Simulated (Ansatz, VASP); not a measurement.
## Se: VASP beside Ansatz

```
Se
1.0
     4.64655    0.00000    0.00000
    -2.32328    4.02403    0.00000
     0.00000    0.00000    5.37063
Se
4
Direct
  0.00000 0.00000 0.25000
  0.00000 0.00000 0.75000
  0.33333 0.66667 0.75000
  0.66667 0.33333 0.25000
```

Alike in both runs: functional r2SCAN; k mesh 6 × 6 × 4; occupations gaussian, width 0.1 eV; no spin polarisation.

Ansatz relaxed the structure, and its values are those at the end. VASP's run is a single point on that final structure, the one shown.

|  | VASP | Ansatz |
| --- | --- | --- |
| version | VASP 6.6.1 | Ansatz 0.2.0 |
| potentials or method | VASP PAW PBE potentials, release 64 (Se), cutoff 520 eV | scalar-relativistic, plane waves, PAW |
| valence electrons in the cell | 24 | 64 |

```tsv
	VASP	Ansatz	Ansatz less VASP
gap on the k mesh at the Fermi level (eV)	none	none	-
pressure (GPa)	-0.2	-0.2	+0.06
```

VASP's potentials were made for PBE, not for r2SCAN. A gap of «none» marks a metal or a gap that the smearing closes. VASP's potentials hold 24 valence electrons a cell and Ansatz's 64, so a difference there can come from the potentials and not from the codes.
